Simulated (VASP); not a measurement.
# KTaO3 in VASP: further runs

KTaO3 is run at these levels: PBEsol+U, PBEsol; tasks: single point.

Everything below comes from runs of VASP 6.6.1. Logs are shortened: lines on timing, memory, paths and dates and some standing lists are left out, and cuts for length are marked.

## Step 1: The cell of the first run

The structure is cubic, space group Pm-3m (No. 221). Conventional cell: a = 3.988 Å, b = 3.988 Å, c = 3.988 Å, α = 90.00°, β = 90.00°, γ = 90.00°. Within 2.6 Å of Ta (site symmetry m-3m) lie 6 O at 1.99 Å. K (site symmetry m-3m) has 12 O at 2.82 Å and 8 Ta at 3.45 Å within 3.7 Å. Within 2.6 Å of O (site symmetry 4/mmm) lie 2 Ta at 1.99 Å.

## Step 2: Single point, PBEsol+U

The input, INCAR:

```
SYSTEM = KTaO3
PREC     = Accurate       ! precision mode
ENCUT    = 520            ! plane-wave cutoff, eV
EDIFF    = 1E-6           ! SCF threshold, eV
ISMEAR   = -1             ! smearing method
SIGMA    = 0.05           ! smearing width, eV
LREAL    = .FALSE.        ! projectors in reciprocal space
LASPH    = .TRUE.         ! aspherical terms in the spheres
NELM     = 150            ! most SCF steps
ALGO     = Normal         ! electronic algorithm
ISIF     = 2              ! what is computed and relaxed
LWAVE    = .FALSE.        ! write WAVECAR
LCHARG   = .FALSE.        ! write CHGCAR
LMAXMIX  = 4              ! l up to which the mixer works
LDAU     = .TRUE.         ! DFT+U
LDAUTYPE = 2            
LDAUL    = 2 -1 -1        ! shell
LDAUU    = 5 0 0          ! U, eV
LDAUJ    = 0 0 0        
LDAUPRINT= 1            
GGA      = PS             ! functional
NBANDS   = 27             ! bands
```

The input, KPOINTS:

```
Automatic mesh
0
G
  7 7 7
  0 0 0
```

The input, POSCAR:

```
KTaO3
1.0
    3.9883000000      0.0000000000      0.0000000000
    0.0000000000      3.9883000000      0.0000000000
    0.0000000000      0.0000000000      3.9883000000
Ta K O
1 1 3
Direct
    0.0000000000      0.0000000000      0.0000000000
    0.5000000000      0.5000000000      0.5000000000
    0.0000000000      0.0000000000      0.5000000000
    0.0000000000      0.5000000000      0.0000000000
    0.5000000000      0.0000000000      0.0000000000
```

Potentials or basis: VASP PAW PBE potentials, release 64 (Ta_pv, K_sv, O).

Command:

```bash
$ cat potpaw_PBE.64/Ta_pv/POTCAR potpaw_PBE.64/K_sv/POTCAR potpaw_PBE.64/O/POTCAR > POTCAR
$ mpirun -np 1 vasp_std > vasp.out
```

OUTCAR:

```text
SYSTEM = KTaO3
   PREC = Accurate
   ENCUT = 520
   EDIFF = 1E-6
   ISMEAR = -1
   LREAL = .FALSE.
   LASPH = .TRUE.
   NELM = 150
   ISIF = 2
   GGA = PS

 ion  position               nearest neighbor table
   1  0.000  0.000  0.000-   3 1.99   4 1.99   5 1.99   3 1.99   4 1.99   5 1.99   2 3.45   2 3.45
                             2 3.45   2 3.45   2 3.45   2 3.45   2 3.45   2 3.45
   2  0.500  0.500  0.500-   3 2.82   4 2.82   5 2.82   4 2.82   5 2.82   3 2.82   5 2.82   5 2.82
                             3 2.82   4 2.82   4 2.82   3 2.82   1 3.45   1 3.45   1 3.45   1 3.45
   3  0.000  0.000  0.500-   1 1.99   1 1.99   2 2.82   2 2.82   2 2.82   2 2.82
   4  0.000  0.500  0.000-   1 1.99   1 1.99   2 2.82   2 2.82   2 2.82   2 2.82
   5  0.500  0.000  0.000-   1 1.99   1 1.99   2 2.82   2 2.82   2 2.82   2 2.82

  LATTYP: Found a simple cubic cell.
 ALAT       =     3.9883000000

  Lattice vectors:

 A1 = (   3.9883000000,   0.0000000000,   0.0000000000)
 A2 = (   0.0000000000,   3.9883000000,   0.0000000000)
 A3 = (   0.0000000000,   0.0000000000,   3.9883000000)

Analysis of symmetry for initial positions (statically):
=====================================================================
 Subroutine PRICEL returns:
 Original cell was already a primitive cell.

 Routine SETGRP: Setting up the symmetry group for a
 simple cubic supercell.

 Subroutine GETGRP returns: Found 48 space group operations
 (whereof 48 operations were pure point group operations)
 out of a pool of 48 trial point group operations.

The static configuration has the point symmetry O_h .

Analysis of symmetry for dynamics (positions and initial velocities):
=====================================================================
 Subroutine PRICEL returns:
 Original cell was already a primitive cell.

 Routine SETGRP: Setting up the symmetry group for a
 simple cubic supercell.

 Subroutine GETGRP returns: Found 48 space group operations
 (whereof 48 operations were pure point group operations)
 out of a pool of 48 trial point group operations.

The dynamic configuration has the point symmetry O_h .

 Subroutine INISYM returns: Found 48 space group operations
 (whereof 48 operations are pure point group operations),
 and found     1 'primitive' translations

----------------------------------------------------------------------------------------

                                     Primitive cell

  volume of cell :      63.4400

  direct lattice vectors                    reciprocal lattice vectors
     3.988300000  0.000000000  0.000000000     0.250733395  0.000000000  0.000000000
     0.000000000  3.988300000  0.000000000     0.000000000  0.250733395  0.000000000
     0.000000000  0.000000000  3.988300000     0.000000000  0.000000000  0.250733395

  length of vectors
     3.988300000  3.988300000  3.988300000     0.250733395  0.250733395  0.250733395

  position of ions in fractional coordinates (direct lattice)
     0.000000000  0.000000000  0.000000000
     0.500000000  0.500000000  0.500000000
     0.000000000  0.000000000  0.500000000
     0.000000000  0.500000000  0.000000000
     0.500000000  0.000000000  0.000000000

  ion indices of the primitive-cell ions
   primitive index   ion index
                 1           1
                 2           2
                 3           3
                 4           4
                 5           5

----------------------------------------------------------------------------------------

 KPOINTS: Automatic mesh

Automatic generation of k-mesh.
 Grid dimensions read from file:
 generate k-points for:    7    7    7

[... 47 lines left out ...]
   NGXF,Y,Z  is equivalent  to a cutoff of  25.01, 25.01, 25.01 a.u.
 SYSTEM =  KTaO3
   PREC   = accura    normal or accurate (medium, high low for compatibility)
   ISTART =      0    job   : 0-new  1-cont  2-samecut
   ICHARG =      2    charge: 1-file 2-atom 10-const
   ISPIN  =      1    spin polarized calculation?
   LNONCOLLINEAR =      F non collinear calculations
   LSORBIT =      F    spin-orbit coupling
   LASPH  =      T    aspherical Exc in radial PAW
   ENCUT  =  520.0 eV  38.22 Ry    6.18 a.u.   7.42  7.42  7.42*2*pi/ulx,y,z
   NELM   =    150;   NELMIN=  2; NELMDL= -5     # of ELM steps
   EDIFF  = 0.1E-05   stopping-criterion for ELM
   LREAL  =      F    real-space projection
   EDIFFG = 0.1E-04   stopping-criterion for IOM
   NSW    =      0    number of steps for IOM
   IBRION =     -1    ionic relax: 0-MD 1-quasi-New 2-CG
   NFREE  =      0    steps in history (QN), initial steepest desc. (CG)
   ISIF   =      2    stress and relaxation
   ISYM   =      2    0-nonsym 1-usesym 2-fastsym
   POTIM  = 0.5000    time-step for ionic-motion
   TEBEG  =    0.0;   TEEND  =   0.0 temperature during run
   PSTRESS=    0.0 pullay stress
   NELECT =      38.0000    total number of electrons
   NUPDOWN=      -1.0000    fix difference up-down
   EMIN   =  10.00;   EMAX   =-10.00  energy-range for DOS
   EFERMI =   0.00;   METHOD = LEGACY
   ISMEAR =    -1;   SIGMA  =   0.05  broadening in eV -4-tet -1-fermi 0-gaus
   EFERMI_NEDOS =   21; number of points for ismear=-14 and -15
   IALGO  =     38    algorithm
   IMIX   =      4    mixing-type and parameters
     AMIX     =   0.40;   BMIX     =  1.00
     AMIX_MAG =   1.60;   BMIX_MAG =  1.00
  volume/ion in A,a.u.               =      12.69        85.62
  Fermi-wavevector in a.u.,A,eV,Ry     =   1.380008  2.607837 25.911228  1.904422
  Thomas-Fermi vector in A             =   2.504925
   LORBIT       =      0    0 simple, 1 ext, 2 COOP (PROOUT), +10 PAW based schemes
 LDA+U is selected, type is set to LDAUTYPE =  2
   angular momentum for each species LDAUL =     2   -1   -1
   U (eV)           for each species LDAUU =   5.0  0.0  0.0
   J (eV)           for each species LDAUJ =   0.0  0.0  0.0
   GGA     = PS    functional components
   LHFCALC =     F    Hartree Fock is set to
   AEXX    =    0.0000 exact exchange contribution
   IVDW    =     0    specifies the selected vdW correction
   LEPSILON=     F    determine dielectric tensor
   LRPA    =     F    only Hartree local field effects (RPA)
 non-spin polarized calculation
  energy-cutoff  :      520.00
  volume of cell :       63.44
 maximum number of plane-waves:      1743
 NGX is ok and might be reduce to    30
   NGX = 15   NGY = 15   NGZ = 15

atom =   1  type =  1  l = 2

 onsite density matrix

spin component  1

  0.1329 -0.0000  0.0000 -0.0000 -0.0000
 -0.0000  0.1329  0.0000 -0.0000  0.0000
  0.0000  0.0000  0.2772  0.0000  0.0000
 -0.0000 -0.0000  0.0000  0.1329 -0.0000
 -0.0000  0.0000  0.0000 -0.0000  0.2772

spin component  2

  0.1329 -0.0000  0.0000 -0.0000 -0.0000
 -0.0000  0.1329  0.0000 -0.0000  0.0000
  0.0000  0.0000  0.2772  0.0000  0.0000
 -0.0000 -0.0000  0.0000  0.1329 -0.0000
 -0.0000  0.0000  0.0000 -0.0000  0.2772

 occupancies and eigenvectors

  o =  0.1329  v =  1.0000  0.0000  0.0000  0.0000  0.0000  0.0000  0.0000  0.0000  0.0000  0.0000      0.0000  0.0000  0.0000  0.0000  0.0000  0.0000  0.0000  0.0000  0.0000  0.0000
  o =  0.1329  v =  0.0000  0.0000  0.0000  0.0000  0.0000  1.0000  0.0000  0.0000  0.0000  0.0000      0.0000  0.0000  0.0000  0.0000  0.0000  0.0000  0.0000  0.0000  0.0000  0.0000
  o =  0.1329  v =  0.0000 -0.5325 -0.0000  0.8464 -0.0000  0.0000  0.0000  0.0000  0.0000  0.0000      0.0000  0.0000  0.0000  0.0000  0.0000  0.0000  0.0000  0.0000  0.0000  0.0000
  o =  0.1329  v =  0.0000  0.0000  0.0000  0.0000  0.0000  0.0000 -0.5325 -0.0000  0.8464 -0.0000      0.0000  0.0000  0.0000  0.0000  0.0000  0.0000  0.0000  0.0000  0.0000  0.0000
  o =  0.1329  v =  0.0000  0.0000  0.0000  0.0000  0.0000  0.0000  0.8464  0.0000  0.5325  0.0000      0.0000  0.0000  0.0000  0.0000  0.0000  0.0000  0.0000  0.0000  0.0000  0.0000
  o =  0.1329  v =  0.0000  0.8464  0.0000  0.5325  0.0000  0.0000  0.0000  0.0000  0.0000  0.0000      0.0000  0.0000  0.0000  0.0000  0.0000  0.0000  0.0000  0.0000  0.0000  0.0000
  o =  0.2772  v =  0.0000  0.0000  0.0000  0.0000  0.0000  0.0000 -0.0000  0.0287  0.0000  0.9996      0.0000  0.0000  0.0000  0.0000  0.0000  0.0000  0.0000  0.0000  0.0000  0.0000
  o =  0.2772  v =  0.0000 -0.0000  0.0287  0.0000  0.9996  0.0000  0.0000  0.0000  0.0000  0.0000      0.0000  0.0000  0.0000  0.0000  0.0000  0.0000  0.0000  0.0000  0.0000  0.0000
  o =  0.2772  v =  0.0000  0.0000  0.0000  0.0000  0.0000  0.0000 -0.0000  0.9996  0.0000 -0.0287      0.0000  0.0000  0.0000  0.0000  0.0000  0.0000  0.0000  0.0000  0.0000  0.0000
  o =  0.2772  v =  0.0000 -0.0000  0.9996  0.0000 -0.0287  0.0000  0.0000  0.0000  0.0000  0.0000      0.0000  0.0000  0.0000  0.0000  0.0000  0.0000  0.0000  0.0000  0.0000  0.0000

 number of electron      37.9999976 magnetization

 Free energy of the ion-electron system (eV)
  ---------------------------------------------------
  ext. energy  EPLUGINS =         0.00000000
  ---------------------------------------------------
  free energy    TOTEN  =       -39.01029046 eV

  energy without entropy =      -39.01029046  energy(sigma->0) =      -39.01029046

 E-fermi :   3.0057     XC(G=0): -11.1508

 val. band max:        1.7928178630   @ k =   0.4286   0.4286   0.4286
 cond. band min:       4.6201787338   @ k =   0.0000   0.0000   0.0000
 fundamental gap:      2.8273608708
 Fermi energy:         3.0057466050

 k-point     1 :       0.0000    0.0000    0.0000
  band No.  band energies     occupation
      1     -33.2385      2.00000
      2     -33.2385      2.00000
      3     -33.2385      2.00000
      4     -25.2946      2.00000
      5     -15.7169      2.00000
      6     -14.8740      2.00000
[... 589 lines left out ...]
     26      12.6207      0.00000
     27      13.7722      0.00000

------------------------ aborting loop because EDIFF is reached ----------------------------------------

  FORCE on cell =-STRESS in cart. coord.  units (eV):
  Direction    XX          YY          ZZ          XY          YZ          ZX
  --------------------------------------------------------------------------------------
  -------------------------------------------------------------------------------------
  Total        2.1345202      2.1345202      2.1345202     -0.0000000     -0.0000000      0.0000000
  in kB       53.9072766     53.9072766     53.9072766     -0.0000000     -0.0000000      0.0000000
  external PRESSURE =      53.9072766 kB  Pullay stress =       0.0000000 kB

 VOLUME and BASIS-vectors are now :
 -----------------------------------------------------------------------------
  energy-cutoff  :      520.00
  volume of cell :       63.44
      direct lattice vectors                 reciprocal lattice vectors
     3.988300000  0.000000000  0.000000000     0.250733395  0.000000000  0.000000000
     0.000000000  3.988300000  0.000000000     0.000000000  0.250733395  0.000000000
     0.000000000  0.000000000  3.988300000     0.000000000  0.000000000  0.250733395

 POSITION                                       TOTAL-FORCE (eV/Angst)
 -----------------------------------------------------------------------------------
      0.00000      0.00000      0.00000         0.000000      0.000000      0.000000
      1.99415      1.99415      1.99415         0.000000      0.000000      0.000000
      0.00000      0.00000      1.99415         0.000000      0.000000      0.000000
      0.00000      1.99415      0.00000         0.000000      0.000000      0.000000
      1.99415      0.00000      0.00000         0.000000      0.000000      0.000000
 -----------------------------------------------------------------------------------
    total drift:                                0.000000     -0.000000      0.000000

  FREE ENERGIE OF THE ION-ELECTRON SYSTEM (eV)
  ---------------------------------------------------
  free  energy   TOTEN  =       -39.0102904640 eV

  energy  without entropy=      -39.0102904640  energy(sigma->0) =      -39.01029046
```

It took 30 s on 1 thread of Intel Xeon 6975P-C (Granite Rapids), shared host; peak memory 0.18 GiB.

What came out:

```yaml
Free_energy: -39.0103 eV
Pressure: 5.4 GPa
Band_gap_on_the_k_mesh: 2.83 eV, indirect (least direct gap 3.46 eV)
```

Eigenvalues of the final occupation matrices:
```tsv
site	spin	trace	eigenvalues
site 1 d	1	0.95	0.13 0.13 0.13 0.28 0.28
site 1 d	2	0.95	0.13 0.13 0.13 0.28 0.28
```

Caveat: the PAW data sets were made with another functional, which shifts forces and pressure a little; spin-orbit coupling is left out, which moves the levels of the heavy elements. A k mesh can miss the band edges.

## Step 3: Single point, PBEsol+U

The input, INCAR:

```
SYSTEM = KTaO3
  PREC = Accurate
  ENCUT = 520
  EDIFF = 1E-7
  ISMEAR = -1
  SIGMA = 0.05
  LREAL = .FALSE.
  LASPH = .TRUE.
  NELM = 150
  ALGO = Normal
  ISIF = 2
  LWAVE = .FALSE.
  LCHARG = .TRUE.
  LMAXMIX = 4
  LDAU = .TRUE.
  LDAUTYPE = 2
  LDAUL = 2 -1 -1
  LDAUU = 6 0 0
  LDAUJ = 0 0 0
  LDAUPRINT = 1
  GGA = PS
  LELF = .TRUE.
  LVHAR = .TRUE.
  NBANDS = 27
```

The input, KPOINTS:

```
regular mesh
0
G
  7 7 7
  0 0 0
```

POSCAR is that of step 2.

Potentials or basis: VASP PAW PBE potentials, release 64 (Ta_pv, K_sv, O).

Command:

```bash
$ cat potpaw_PBE.64/Ta_pv/POTCAR potpaw_PBE.64/K_sv/POTCAR potpaw_PBE.64/O/POTCAR > POTCAR
$ mpirun -np 1 vasp_std > vasp.out
```

It took 24 s on 1 thread of Intel Xeon 6975P-C (Granite Rapids), shared host; peak memory 0.18 GiB.

It converged, with:

```
Free energy            : -38.2712 eV
Pressure               : 6.5 GPa
Band gap on the k mesh : 2.98 eV, indirect (least direct gap 3.63 eV)
```

Levels at points of the mesh, in eV from the valence-band top:
| k point | band 17 | band 18 | band 19 | band 20 | band 21 | band 22 |
| --- | --- | --- | --- | --- | --- | --- |
| (0.00, 0.00, 0.00) | -0.65 | -0.65 | -0.65 | 2.98 | 2.98 | 2.98 |

Eigenvalues of the final occupation matrices:
| site | spin | trace | eigenvalues |
| --- | --- | --- | --- |
| site 1 d | 1 | 0.93 | 0.13 0.13 0.13 0.27 0.27 |
| site 1 d | 2 | 0.93 | 0.13 0.13 0.13 0.27 0.27 |

Caveat: the PAW data sets were made with another functional, which shifts forces and pressure a little; spin-orbit coupling is left out, which moves the levels of the heavy elements. A k mesh can miss the band edges.

## Step 4: Single point, PBEsol

This run uses another cell than the first one, of 12.19 Å³/atom, 0.960 times its volume.

The input, INCAR:

```
ALGO = Normal
EDIFF = 1E-6
ENCUT = 520
GGA = PS
ISIF = 2
ISMEAR = -1
LASPH = True
LCHARG = False
LREAL = False
LWAVE = False
NBANDS = 27
NELM = 100
PREC = Accurate
SIGMA = 0.05
```

The input, KPOINTS:

```
k-points
0
Gamma
  6 6 6
```

POSCAR: that of step 3 with these lines changed.

```diff
@@ -2,4 +2,4 @@
 1.0
-    3.9883000000      0.0000000000      0.0000000000
-    0.0000000000      3.9883000000      0.0000000000
+    3.9085340000      0.0000000000      0.0000000000
+    0.0000000000      3.9085340000      0.0000000000
     0.0000000000      0.0000000000      3.9883000000
```

Command:

```bash
$ cat potpaw_PBE.64/Ta_pv/POTCAR potpaw_PBE.64/K_sv/POTCAR potpaw_PBE.64/O/POTCAR > POTCAR
$ mpirun -np 1 vasp_std > vasp.out
```

Wall time 40 s (1 thread of Intel Xeon 6975P-C (Granite Rapids), shared host); peak memory 0.2 GiB.

Results (log left out):

```
Free energy            : -42.8212 eV
Pressure               : 9.5 GPa
Band gap on the k mesh : 2.14 eV, indirect (least direct gap 2.74 eV)
```

Stress tensor (GPa, compression positive):
```
12.48  0.00  0.00
 0.00 12.48  0.00
 0.00  0.00  3.69
```

Levels at points of the mesh, in eV from the valence-band top:
```
           k point  band 17  band 18  band 19  band 20  band 21  band 22
(0.00, 0.00, 0.00)    -0.63    -0.59    -0.59     2.14     2.14     2.18
(0.50, 0.00, 0.00)    -1.64    -0.86    -0.81     2.34     5.34     5.34
(0.50, 0.50, 0.00)    -1.37    -1.37    -0.06     5.38     5.38     6.78
(0.00, 0.00, 0.50)    -1.70    -0.87    -0.87     2.34     5.06     5.06
(0.50, 0.00, 0.50)    -1.57    -1.57    -0.05     5.11     5.37     6.58
(0.50, 0.50, 0.50)    -0.03     0.00     0.00     6.76     6.76     6.94
```

Caveat: the PAW data sets were made with another functional, which shifts forces and pressure a little; spin-orbit coupling is left out, which moves the levels of the heavy elements. A k mesh can miss the band edges.

## Step 5: Summary

```tsv
level	U	cell	k mesh	gap on the mesh (eV)	pressure (GPa)
PBEsol+U	Ta d U = 5.0 eV	a = 3.988 Å, 5 atoms	7 × 7 × 7	2.83	5.4
PBEsol+U	Ta d U = 6.0 eV	a = 3.988 Å, 5 atoms	7 × 7 × 7	2.98	6.5
PBEsol	-	a = 3.909, b = 3.909, c = 3.988 Å, 5 atoms	6 × 6 × 6	2.14	9.5
```

Alike in all rows: task single point; potentials or basis VASP PAW PBE potentials, release 64 (Ta_pv, K_sv, O); no spin polarisation; cutoff (eV) 520; smearing fermi-dirac 0.05 eV.

Caveats: the PAW data sets were made with another functional, which shifts forces and pressure a little; spin-orbit coupling is left out, which moves the levels of the heavy elements.

Total energies depend on the potentials used, so only differences within one code and one set of settings carry meaning.
